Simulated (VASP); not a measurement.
# Ca2BBrN2 (R-3m) in VASP: a series of runs

Ca2BBrN2 is run at these levels: PBEsol; tasks: single point, relaxation of cell and atoms.

All numbers are computed with VASP 6.6.1; they aren't measurements. Logs are shortened: lines on timing, memory, paths and dates and some standing lists are left out, and cuts for length are marked.

## (1) The cell of the first run

Symmetry: R-3m, No. 166, trigonal system. Conventional cell: a = 3.823 Å, b = 3.823 Å, c = 25.712 Å, α = 90.00°, β = 90.00°, γ = 120.00°. B (site symmetry -3m) has 2 N at 1.35 Å within 1.8 Å. Within 4.1 Å of Br (site symmetry -3m) lie 6 Ca at 3.09 Å and 6 N at 3.68 Å and 6 Br at 3.82 Å. Within 3.1 Å of Ca (site symmetry 3m) lie 3 N at 2.34 Å and 3 B at 3.06 Å and 3 Br at 3.09 Å. N (site symmetry 3m) has 1 B at 1.35 Å within 1.8 Å.

## (2) Single point, PBEsol

File INCAR:

```
SYSTEM = Ca2BBrN2
PREC = Accurate ; ENCUT = 520
EDIFF = 1E-7 ; ISMEAR = 0
SIGMA = 0.02 ; LREAL = .FALSE.
LASPH = .TRUE. ; NELM = 100
ALGO = Normal ; ISIF = 2
LWAVE = .FALSE. ; LCHARG = .TRUE.
GGA = PS ; LELF = .TRUE.
LVHAR = .TRUE. ; NBANDS = 29
```

File KPOINTS:

```
regular mesh
0
G
  6 6 6
  0 0 0
```

File POSCAR:

```
Ca2BBrN2
1.0
    1.9114178302      1.1035576004      8.5706695367
   -1.9114178302      1.1035576004      8.5706695367
    0.0000000000     -2.2071151960      8.5706695373
B Br Ca N
1 1 2 2
Direct
    0.5000000000      0.5000000000      0.5000000000
    0.0000000000      0.0000000000      0.0000000000
    0.2492281065      0.2492281065      0.2492281065
    0.7507718935      0.7507718935      0.7507718935
    0.4476733779      0.4476733779      0.4476733779
    0.5523266221      0.5523266221      0.5523266221
```

Potentials or basis: VASP PAW PBE potentials, release 64 (B, Br, Ca_sv, N).

On the command line:

```bash
> cat potpaw_PBE.64/B/POTCAR potpaw_PBE.64/Br/POTCAR potpaw_PBE.64/Ca_sv/POTCAR potpaw_PBE.64/N/POTCAR > POTCAR
> mpirun -np 1 vasp_std > vasp.out
```

OUTCAR:

```text
SYSTEM = Ca2BBrN2
   PREC = Accurate
   ENCUT = 520
   EDIFF = 1E-7
   ISMEAR = 0
   LREAL = .FALSE.
   LASPH = .TRUE.
   NELM = 100
   ISIF = 2
   GGA = PS

 ion  position               nearest neighbor table
   1  0.500  0.500  0.500-   5 1.35   6 1.35
   2  0.000  0.000  0.000-
   3  0.249  0.249  0.249-   6 2.34   6 2.34   6 2.34
   4  0.751  0.751  0.751-   5 2.34   5 2.34   5 2.34
   5  0.448  0.448  0.448-   1 1.35   4 2.34   4 2.34   4 2.34
   6  0.552  0.552  0.552-   1 1.35   3 2.34   3 2.34   3 2.34

  LATTYP: Found a trigonal (rhomboedric) cell.
 ALAT       =     8.8502956903
 COS(alpha) =     0.9067120177

  Lattice vectors:

 A1 = (   1.9114178302,   1.1035576004,   8.5706695367)
 A2 = (  -1.9114178302,   1.1035576004,   8.5706695367)
 A3 = (   0.0000000000,  -2.2071151960,   8.5706695373)

Analysis of symmetry for initial positions (statically):
=====================================================================
 Subroutine PRICEL returns:
 Original cell was already a primitive cell.

 Routine SETGRP: Setting up the symmetry group for a
 trigonal (rhombohedral) supercell.

 Subroutine GETGRP returns: Found 12 space group operations
 (whereof 12 operations were pure point group operations)
 out of a pool of 12 trial point group operations.

The static configuration has the point symmetry D_3d.

Analysis of symmetry for dynamics (positions and initial velocities):
=====================================================================
 Subroutine PRICEL returns:
 Original cell was already a primitive cell.

 Routine SETGRP: Setting up the symmetry group for a
 trigonal (rhombohedral) supercell.

 Subroutine GETGRP returns: Found 12 space group operations
 (whereof 12 operations were pure point group operations)
 out of a pool of 12 trial point group operations.

The dynamic configuration has the point symmetry D_3d.

 Subroutine INISYM returns: Found 12 space group operations
 (whereof 12 operations are pure point group operations),
 and found     1 'primitive' translations

----------------------------------------------------------------------------------------

                                     Primitive cell

  volume of cell :     108.4717

  direct lattice vectors                    reciprocal lattice vectors
     1.911417830  1.103557600  8.570669537     0.261585924  0.151026704  0.038892333
    -1.911417830  1.103557600  8.570669537    -0.261585924  0.151026704  0.038892333
     0.000000000 -2.207115196  8.570669537     0.000000000 -0.302053408  0.038892333

  length of vectors
     8.850295690  8.850295690  8.850295690     0.304546999  0.304546999  0.304546999

  position of ions in fractional coordinates (direct lattice)
     0.500000000  0.500000000  0.500000000
     0.000000000  0.000000000  0.000000000
     0.249228106  0.249228106  0.249228106
     0.750771894  0.750771894  0.750771894
     0.447673378  0.447673378  0.447673378
     0.552326622  0.552326622  0.552326622

  ion indices of the primitive-cell ions
   primitive index   ion index
                 1           1
                 2           2
                 3           3
                 4           4
                 5           5
                 6           6

----------------------------------------------------------------------------------------

 KPOINTS: regular mesh

Automatic generation of k-mesh.
 Grid dimensions read from file:
 generate k-points for:    6    6    6

 Generating k-lattice:

  Cartesian coordinates                     Fractional coordinates (reciprocal lattice)
     0.043597654  0.025171117  0.006482055     0.166666667  0.000000000  0.000000000
    -0.043597654  0.025171117  0.006482055     0.000000000  0.166666667  0.000000000
     0.000000000 -0.050342235  0.006482056     0.000000000  0.000000000  0.166666667

  Length of vectors
     0.050757833  0.050757833  0.050757833

  Shift w.r.t. Gamma in fractional coordinates (k-lattice)
     0.000000000  0.000000000  0.000000000

 Subroutine IBZKPT returns following result:
 ===========================================

 Found     32 irreducible k-points:

 Following reciprocal coordinates:
            Coordinates               Weight
  0.000000  0.000000  0.000000      1.000000
  0.166667 -0.000000  0.000000      6.000000
  0.333333  0.000000 -0.000000      6.000000
  0.500000 -0.000000  0.000000      3.000000
  0.166667  0.166667  0.000000      6.000000
  0.333333  0.166667  0.000000     12.000000
[... 16 lines left out ...]
  0.500000  0.500000  0.166667      6.000000
 -0.333333  0.500000  0.166667     12.000000
 [... further k-points ...]
   k-points           NKPTS =     32   k-points in BZ     NKDIM =     32   number of bands    NBANDS=     29
   number of dos      NEDOS =    301   number of ions     NIONS =      6
   total plane-waves  NPLWV = 343000
   dimension x,y,z NGX =    70 NGY =   70 NGZ =   70
   dimension x,y,z NGXF=   140 NGYF=  140 NGZF=  140
[... 36 lines left out ...]
  Thomas-Fermi vector in A             =   2.310372
   LORBIT       =      0    0 simple, 1 ext, 2 COOP (PROOUT), +10 PAW based schemes
   GGA     = PS    functional components
   LHFCALC =     F    Hartree Fock is set to
   AEXX    =    0.0000 exact exchange contribution
   IVDW    =     0    specifies the selected vdW correction
   LEPSILON=     F    determine dielectric tensor
   LRPA    =     F    only Hartree local field effects (RPA)
 non-spin polarized calculation
 Gauss-broadening in eV      SIGMA  =   0.02
  energy-cutoff  :      520.00
  volume of cell :      108.47
 maximum number of plane-waves:      2948
 NGX is ok and might be reduce to    70

 number of electron      39.9999999 magnetization

 Free energy of the ion-electron system (eV)
  ---------------------------------------------------
  ext. energy  EPLUGINS =         0.00000000
  ---------------------------------------------------
  free energy    TOTEN  =       -39.14931571 eV

  energy without entropy =      -39.14931571  energy(sigma->0) =      -39.14931571

 E-fermi :   1.8364     XC(G=0):  -9.3945

 val. band max:        1.7520927625   @ k =   0.5000  -0.0000   0.0000
 cond. band min:       4.7469836846   @ k =   0.0000   0.0000   0.0000
 fundamental gap:      2.9948909221
 Fermi energy:         1.8363997453

 k-point     1 :       0.0000    0.0000    0.0000
  band No.  band energies     occupation
      1     -36.7271      2.00000
      2     -36.7260      2.00000
      3     -18.0661      2.00000
      4     -18.0032      2.00000
      5     -17.7517      2.00000
      6     -17.7517      2.00000
[... 21 lines left out ...]
     28       8.1375      0.00000
     29       8.9056      0.00000

 k-point     2 :       0.1667   -0.0000    0.0000
  band No.  band energies     occupation
      1     -36.7226      2.00000
      2     -36.7216      2.00000
      3     -18.0444      2.00000
      4     -17.9943      2.00000
      5     -17.8272      2.00000
      6     -17.8208      2.00000
[... 21 lines left out ...]
     28       8.0547      0.00000
     29       8.6177      0.00000

 k-point     3 :       0.3333    0.0000   -0.0000
  band No.  band energies     occupation
      1     -36.7135      2.00000
      2     -36.7129      2.00000
      3     -18.0101      2.00000
      4     -17.9947      2.00000
      5     -17.9562      2.00000
      6     -17.9404      2.00000
[... 21 lines left out ...]
     28       8.5932      0.00000
     29       8.6584      0.00000

 k-point     4 :       0.5000   -0.0000    0.0000
  band No.  band energies     occupation
      1     -36.7088      2.00000
      2     -36.7088      2.00000
      3     -18.0466      2.00000
      4     -18.0396      2.00000
      5     -17.9586      2.00000
      6     -17.9577      2.00000
[... 597 lines left out ...]
     28       8.6770      0.00000
     29       9.1451      0.00000

 k-point    23 :       0.5000    0.5000    0.1667
  band No.  band energies     occupation
      1     -36.7133      2.00000
      2     -36.7131      2.00000
      3     -18.0106      2.00000
      4     -17.9945      2.00000
      5     -17.9598      2.00000
      6     -17.9364      2.00000
[... 21 lines left out ...]
     28       8.4750      0.00000
     29       9.0996      0.00000

 k-point    24 :      -0.3333    0.5000    0.1667
  band No.  band energies     occupation
      1     -36.7088      2.00000
      2     -36.7087      2.00000
      3     -18.0224      2.00000
      4     -18.0032      2.00000
      5     -17.9643      2.00000
      6     -17.9499      2.00000
[... 21 lines left out ...]
     28       8.6959      0.00000
     29       9.0647      0.00000

 [... further k-points ...]

------------------------ aborting loop because EDIFF is reached ----------------------------------------

  FORCE on cell =-STRESS in cart. coord.  units (eV):
  Direction    XX          YY          ZZ          XY          YZ          ZX
  --------------------------------------------------------------------------------------
  -------------------------------------------------------------------------------------
  Total        0.1727608      0.1727608      0.1334552      0.0000000     -0.0000000      0.0000000
  in kB        2.5517565      2.5517565      1.9711950      0.0000000     -0.0000000      0.0000000
  external PRESSURE =       2.3582360 kB  Pullay stress =       0.0000000 kB

 VOLUME and BASIS-vectors are now :
 -----------------------------------------------------------------------------
  energy-cutoff  :      520.00
  volume of cell :      108.47
      direct lattice vectors                 reciprocal lattice vectors
     1.911417830  1.103557600  8.570669537     0.261585924  0.151026704  0.038892333
    -1.911417830  1.103557600  8.570669537    -0.261585924  0.151026704  0.038892333
     0.000000000 -2.207115196  8.570669537     0.000000000 -0.302053408  0.038892333

 POSITION                                       TOTAL-FORCE (eV/Angst)
 -----------------------------------------------------------------------------------
      0.00000      0.00000     12.85600        -0.000000      0.000000     -0.000000
      0.00000      0.00000      0.00000         0.000000      0.000000     -0.000000
      0.00000      0.00000      6.40816        -0.000000      0.000000      0.025904
      0.00000      0.00000     19.30385        -0.000000     -0.000000     -0.025904
      0.00000      0.00000     11.51058        -0.000000      0.000000      0.008476
      0.00000      0.00000     14.20143        -0.000000     -0.000000     -0.008476
 -----------------------------------------------------------------------------------
    total drift:                                0.000000     -0.000000      0.000000

  FREE ENERGIE OF THE ION-ELECTRON SYSTEM (eV)
  ---------------------------------------------------
  free  energy   TOTEN  =       -39.1493157056 eV

  energy  without entropy=      -39.1493157056  energy(sigma->0) =      -39.14931571
```

Run time: 22 min. Hardware: 1 thread of AMD EPYC 7R13, shared host; peak memory 0.71 GiB.

What came out:

```
Free energy            : -39.1493 eV
Pressure               : 0.2 GPa
Largest force          : 0.026 eV/Å
Band gap on the k mesh : 2.99 eV (least direct gap 3.37 eV)
```

Forces in eV/Å, atoms in the order of the input:
```
B    0.000  0.000  0.000
Br   0.000  0.000  0.000
Ca   0.000  0.000  0.026
Ca   0.000  0.000 -0.026
N    0.000  0.000  0.008
N    0.000  0.000 -0.008
```

Levels at points of the mesh, in eV from the valence-band top:
| k point | band 16 | band 17 | band 18 | band 19 | band 20 | band 21 | band 22 | band 23 | band 24 | band 25 |
| --- | --- | --- | --- | --- | --- | --- | --- | --- | --- | --- |
| (0.00, 0.00, 0.00) | -1.90 | -1.42 | -1.42 | -0.38 | -0.38 | 2.99 | 4.55 | 5.65 | 5.65 | 5.73 |
| (0.50, 0.00, 0.00) | -2.38 | -2.18 | -2.01 | -0.55 | 0.00 | 4.00 | 4.72 | 5.08 | 5.49 | 5.92 |
| (0.50, 0.50, 0.00) | -2.20 | -2.19 | -1.98 | -0.78 | 0.00 | 4.35 | 4.55 | 4.88 | 5.65 | 5.89 |
| (0.50, 0.50, 0.50) | -2.00 | -1.70 | -1.70 | -0.21 | -0.21 | 3.61 | 4.20 | 5.41 | 5.41 | 5.65 |

Caveat: the PAW data sets were made with another functional, which shifts forces and pressure a little.

## (3) Relaxation of cell and atoms, PBEsol

File INCAR:

```
PREC = Accurate
ENCUT = 600
EDIFF = 1E-7
ISMEAR = 0
SIGMA = 0.02
LREAL = False
LASPH = True
NELM = 100
ALGO = Normal
ISIF = 3
LWAVE = False
LCHARG = False
GGA = PS
IBRION = 2
NSW = 70
EDIFFG = -0.01
```

File KPOINTS:

```
Automatic mesh
0
Gamma
  6 6 6
```

File POSCAR:

```
Ca2BBrN2
1.0
    1.9113596557      1.1035240133      8.5635816713
   -1.9113596557      1.1035240133      8.5635816713
    0.0000000000     -2.2070480219      8.5635816719
B Br Ca N
1 1 2 2
Direct
    0.5000000000      0.5000000000      0.5000000000
    0.0000000000      0.0000000000      0.0000000000
    0.2491711044      0.2491711044      0.2491711044
    0.7508288956      0.7508288956      0.7508288956
    0.4476295293      0.4476295293      0.4476295293
    0.5523704707      0.5523704707      0.5523704707
```

Potentials or basis: VASP PAW PBE potentials, release 64 (B, Br, Ca_sv, N).

On the command line:

```bash
> cat potpaw_PBE.64/B/POTCAR potpaw_PBE.64/Br/POTCAR potpaw_PBE.64/Ca_sv/POTCAR potpaw_PBE.64/N/POTCAR > POTCAR
> mpirun -np 1 vasp_std > vasp.out
```

It took 48 min on 1 thread of AMD EPYC 7R13, shared host; peak memory 0.88 GiB.

The run converged. Its results:

```
Free energy                           : -39.1549 eV
Relaxed volume                        : 18.14 Å³/atom
Relaxed cell                          : a = 8.853 Å, b = 8.853 Å, c = 8.853 Å, α = 24.97°, β = 24.97°, γ = 24.97°
Space group after relaxing (to 0.1 Å) : R-3m (No. 166)
Energy gained by relaxing             : 0.1 meV/atom
Ionic steps                           : 5
Pressure after relaxing               : 0.0 GPa
Largest force after relaxing          : 0.006 eV/Å
Band gap on the k mesh                : 2.98 eV (least direct gap 3.36 eV)
```

Forces on the atoms (eV/Å):
```
B    0.000  0.000  0.000
Br   0.000  0.000  0.000
Ca   0.000  0.000  0.006
Ca   0.000  0.000 -0.006
N    0.000  0.000 -0.004
N    0.000  0.000  0.004
```

Step by step:
```
step  energy change (eV)  largest force (eV/Å)  pressure (GPa)  volume (Å³)
   1              0.0000                0.0441            0.27       108.38
   2             -0.0005                0.0112           -0.04       108.85
   3             -0.0005                0.0118           -0.02       108.82
   4             -0.0005                0.0317            0.03       108.79
   5             -0.0005                0.0060            0.00       108.81
```

Final structure:
```xyz
6
Lattice="1.9141 1.1051 8.5731 -1.9141 1.1051 8.5731 0.0000 -2.2103 8.5731" Properties=species:S:1:pos:R:3 pbc="T T T"
B     0.0000    0.0000   12.8597
Br    0.0000    0.0000    0.0000
Ca    0.0000    0.0000    6.4107
Ca    0.0000    0.0000   19.3087
N     0.0000    0.0000   11.5140
N     0.0000    0.0000   14.2054
```

Levels at points of the mesh, in eV from the valence-band top:
```
           k point  band 18  band 19  band 20  band 21  band 22  band 23
(0.00, 0.00, 0.00)    -1.44    -0.37    -0.37     2.98     4.54     5.64
(0.50, 0.00, 0.00)    -2.00    -0.55     0.00     3.99     4.71     5.07
(0.50, 0.50, 0.00)    -1.98    -0.78     0.00     4.34     4.55     4.87
(0.50, 0.50, 0.50)    -1.71    -0.21    -0.21     3.60     4.18     5.40
```

Caveat: the PAW data sets were made with another functional, which shifts forces and pressure a little. A k mesh can miss the band edges.

## (4) Single point, PBEsol

This run uses another cell than the first one: it holds 18 atoms, not 6.

File INCAR:

```
  ALGO = Normal
  EDIFF = 1E-6
  ENCUT = 520
  GGA = PS
  ISIF = 2
  ISMEAR = 0
  LASPH = T
  LCHARG = T
  LELF = T
  LREAL = Auto
  LVHAR = T
  LWAVE = F
  NBANDS = 75
  NELECT = 119.0
  NELM = 100
  PREC = Accurate
  SIGMA = 0.05
```

File KPOINTS:

```
k-points
0
Gamma
  4 4 4
```

File POSCAR:

```
Ca2BBrN2
1.0
    0.0000000000     -6.6213455928      0.0000000012
    5.7342534906     -3.3106727964      0.0000000006
    0.0000000000     -2.2071151960      8.5706695373
B Br Ca N
3 3 6 6
Direct
    0.1666666667      0.6666666667      0.5000000000
    0.8333333333      0.3333333333      0.5000000000
    0.5000000000      0.0000000000      0.5000000000
    0.6666666667      0.6666666667      0.0000000000
    0.3333333333      0.3333333333      0.0000000000
    1.0000000000      0.0000000000      0.0000000000
    0.4174385601      0.6666666667      0.7476843196
    0.0841052268      0.3333333333      0.7476843196
    0.7507718935      0.0000000000      0.7476843196
    0.9158947732      0.6666666667      0.2523156804
    0.5825614399      0.3333333333      0.2523156804
    0.2492281065      1.0000000000      0.2523156804
    0.2189932888      0.6666666667      0.3430201336
    0.8856599555      0.3333333333      0.3430201336
    0.5523266221      1.0000000000      0.3430201336
    0.1143400445      0.6666666667      0.6569798664
    0.7810067112      0.3333333333      0.6569798664
    0.4476733779      0.0000000000      0.6569798664
```

On the command line:

```bash
> cat potpaw_PBE.64/B/POTCAR potpaw_PBE.64/Br/POTCAR potpaw_PBE.64/Ca_sv/POTCAR potpaw_PBE.64/N/POTCAR > POTCAR
> mpirun -np 1 vasp_std > vasp.out
```

It took 38 min on 1 thread of AMD EPYC 7R13, shared host; peak memory 0.63 GiB.

It converged, with:

| Item | Value |
| --- | --- |
| Free energy | -118.9910 eV |
| Largest force | 0.485 eV/Å |

Forces on the atoms (eV/Å):
```
B    0.000  0.000  0.000
B    0.000  0.000  0.000
B    0.000  0.000  0.000
Br   0.000  0.000  0.000
Br   0.000  0.000  0.000
Br   0.000  0.000  0.000
Ca   0.000  0.000  0.485
Ca   0.000  0.000  0.485
Ca   0.000  0.000  0.485
Ca   0.000  0.000 -0.485
Ca   0.000  0.000 -0.485
Ca   0.000  0.000 -0.485
N    0.000  0.000  0.283
N    0.000  0.000  0.283
N    0.000  0.000  0.283
N    0.000  0.000 -0.283
N    0.000  0.000 -0.283
N    0.000  0.000 -0.283
```

Levels at points of the mesh, in eV from the Fermi level:
```
           k point  band 58  band 59  band 60  band 61  band 62  band 63
(0.00, 0.00, 0.00)    -0.27    -0.26    -0.26     3.36     5.03     5.03
(0.50, 0.00, 0.00)    -0.10    -0.10     0.05     4.40     4.53     4.53
(0.00, 0.50, 0.00)    -0.12    -0.11     0.04     4.53     4.53     4.85
(0.00, 0.00, 0.50)    -0.26    -0.03    -0.03     3.89     4.98     5.03
(0.50, 0.00, 0.50)    -0.07    -0.07     0.04     4.50     4.50     4.85
(0.00, 0.50, 0.50)    -0.06    -0.06     0.05     4.40     4.48     4.48
```

Caveat: the cell carries a net charge on a neutralising background, which shifts energy and pressure; the cell is charged against a uniform background, so pressure and absolute levels hang on convention; the PAW data sets were made with another functional, which shifts forces and pressure a little; an odd number of electrons without spin polarisation forces a metal; a magnetic or distorted state may lie lower.
